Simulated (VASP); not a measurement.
Runs of VASP 6.6.1 on Mo. The structure is that of space group Im-3m (No. 229), or close to it. The cells are those of the table. 

```tsv
task	cell	k mesh	cutoff (eV)	smearing	gap on the mesh (eV)	pressure (GPa)	relaxed volume (Å³/atom)
single point	a = 2.737 Å, angles 109.5°, 1 atom	16 × 16 × 16	520	gaussian 0.1 eV	none	0.5	-
relaxation of cell and atoms	relaxed from a = 2.743 Å, angles 109.5°, 1 atom	16 × 16 × 16	600	gaussian 0.1 eV	none	0.0	15.80
relaxation of cell and atoms	relaxed from a = 2.737 Å, angles 109.5°, 1 atom	16 × 16 × 16	600	fermi-dirac 0.15 eV	none	0.0	15.82
single point	a = 2.738 Å, angles 109.5°, 1 atom	16 × 16 × 16	520	fermi-dirac 0.15 eV	none	0.5	-
single point	a = 2.743 Å, angles 109.5°, 1 atom	8 × 8 × 8	520	gaussian 0.1 eV	none	(a)	-
```

Alike in all rows: level PBE; potentials or basis VASP PAW PBE potentials, release 64 (Mo_sv); no spin polarisation.

Q: Fill in the values left out.

A: (a) -0.6.

A k mesh can miss the band edges, and the runs leave out spin-orbit coupling on Mo.

A gap of «none» marks levels without a gap at the run's occupations.
